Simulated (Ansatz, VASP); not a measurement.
**Two plane-wave programs on K2Zn3**

```xyz
5
Lattice="3.8627 0.0000 0.0000 -1.9313 3.3452 0.0000 0.0000 0.0000 14.1125" Properties=species:S:1:pos:R:3 pbc="T T T"
K     1.9313    1.1151   11.1155
K     0.0000    2.2301    2.9970
Zn    0.0000    2.2301    8.1185
Zn    0.0000    0.0000    0.0000
Zn    1.9313    1.1151    5.9940
```

Alike in both runs: task single point; functional PBE; k mesh 6 × 6 × 2; occupations gaussian, width 0.1 eV; no spin polarisation.

|  | VASP | Ansatz |
| --- | --- | --- |
| version | VASP 6.6.1 | Ansatz 0.2.0 |
| potentials or method | VASP PAW PBE potentials, release 64 (K_sv, Zn), cutoff 520 eV | scalar-relativistic, plane waves, PAW |
| valence electrons in the cell | 54 | 54 |

|  | VASP | Ansatz | Ansatz less VASP |
| --- | --- | --- | --- |
| gap on the k mesh at the Fermi level (eV) | none | none | - |
| pressure (GPa) | -1.0 | -1.0 | -0.01 |
| traceless stress, the component that is largest in VASP (GPa) | -1.47 | -1.47 | -0.006 |
| rms of the force components (eV/Å) | 0.112 | 0.112 | +0.0001 |

Atom by atom the forces differ by 0.000 eV/Å (rms over components). A gap of «none» marks a metal or a gap that the smearing closes.
